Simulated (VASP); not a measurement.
PbSe, 2 atoms in the cell. It takes space group Fm-3m (No. 225, cubic). The conventional cell has a = 6.121 Å, b = 6.121 Å, c = 6.121 Å, α = 90.00°, β = 90.00°, γ = 90.00°. Within 4.0 Å of Pb (site symmetry m-3m) lie 6 Se at 3.06 Å. Se (site symmetry m-3m) has 6 Pb at 3.06 Å within 4.0 Å. 

```yaml
Program: VASP 6.6.1
Task: relaxation of cell and atoms
Functional: revPBE
Dispersion: D3(BJ)
Potentials_or_basis: VASP PAW PBE potentials, release 64 (Pb_d, Se)
Cutoff: 500 eV
k_mesh: 6 × 6 × 6
Occupations: gaussian, width 0.01 eV
Spin: no spin polarisation
Dipole_correction: no
Further_INCAR_settings: ALGO = Normal; EDIFF = 1e-07; IBRION = 2; EDIFFG = -0.02; NSW = 80; ISIF = 3
```

Potentials or basis: VASP PAW PBE potentials, release 64 (Pb_d, Se).

The run is started by

```sh
$ cat potpaw_PBE.64/Pb_d/POTCAR potpaw_PBE.64/Se/POTCAR > POTCAR
$ mpirun -np 1 vasp_std > vasp.out
```

Hardware: 1 thread of Intel(R) Xeon(R) 6975P-C (Granite Rapids) (shared host).

Estimate the wall time of this run.

Run time: 24 s on 1 thread of Intel(R) Xeon(R) 6975P-C (Granite Rapids), on a shared host, peak memory 0.19 GiB. Counts: scf iterations 23, k points 16, ion steps 2.
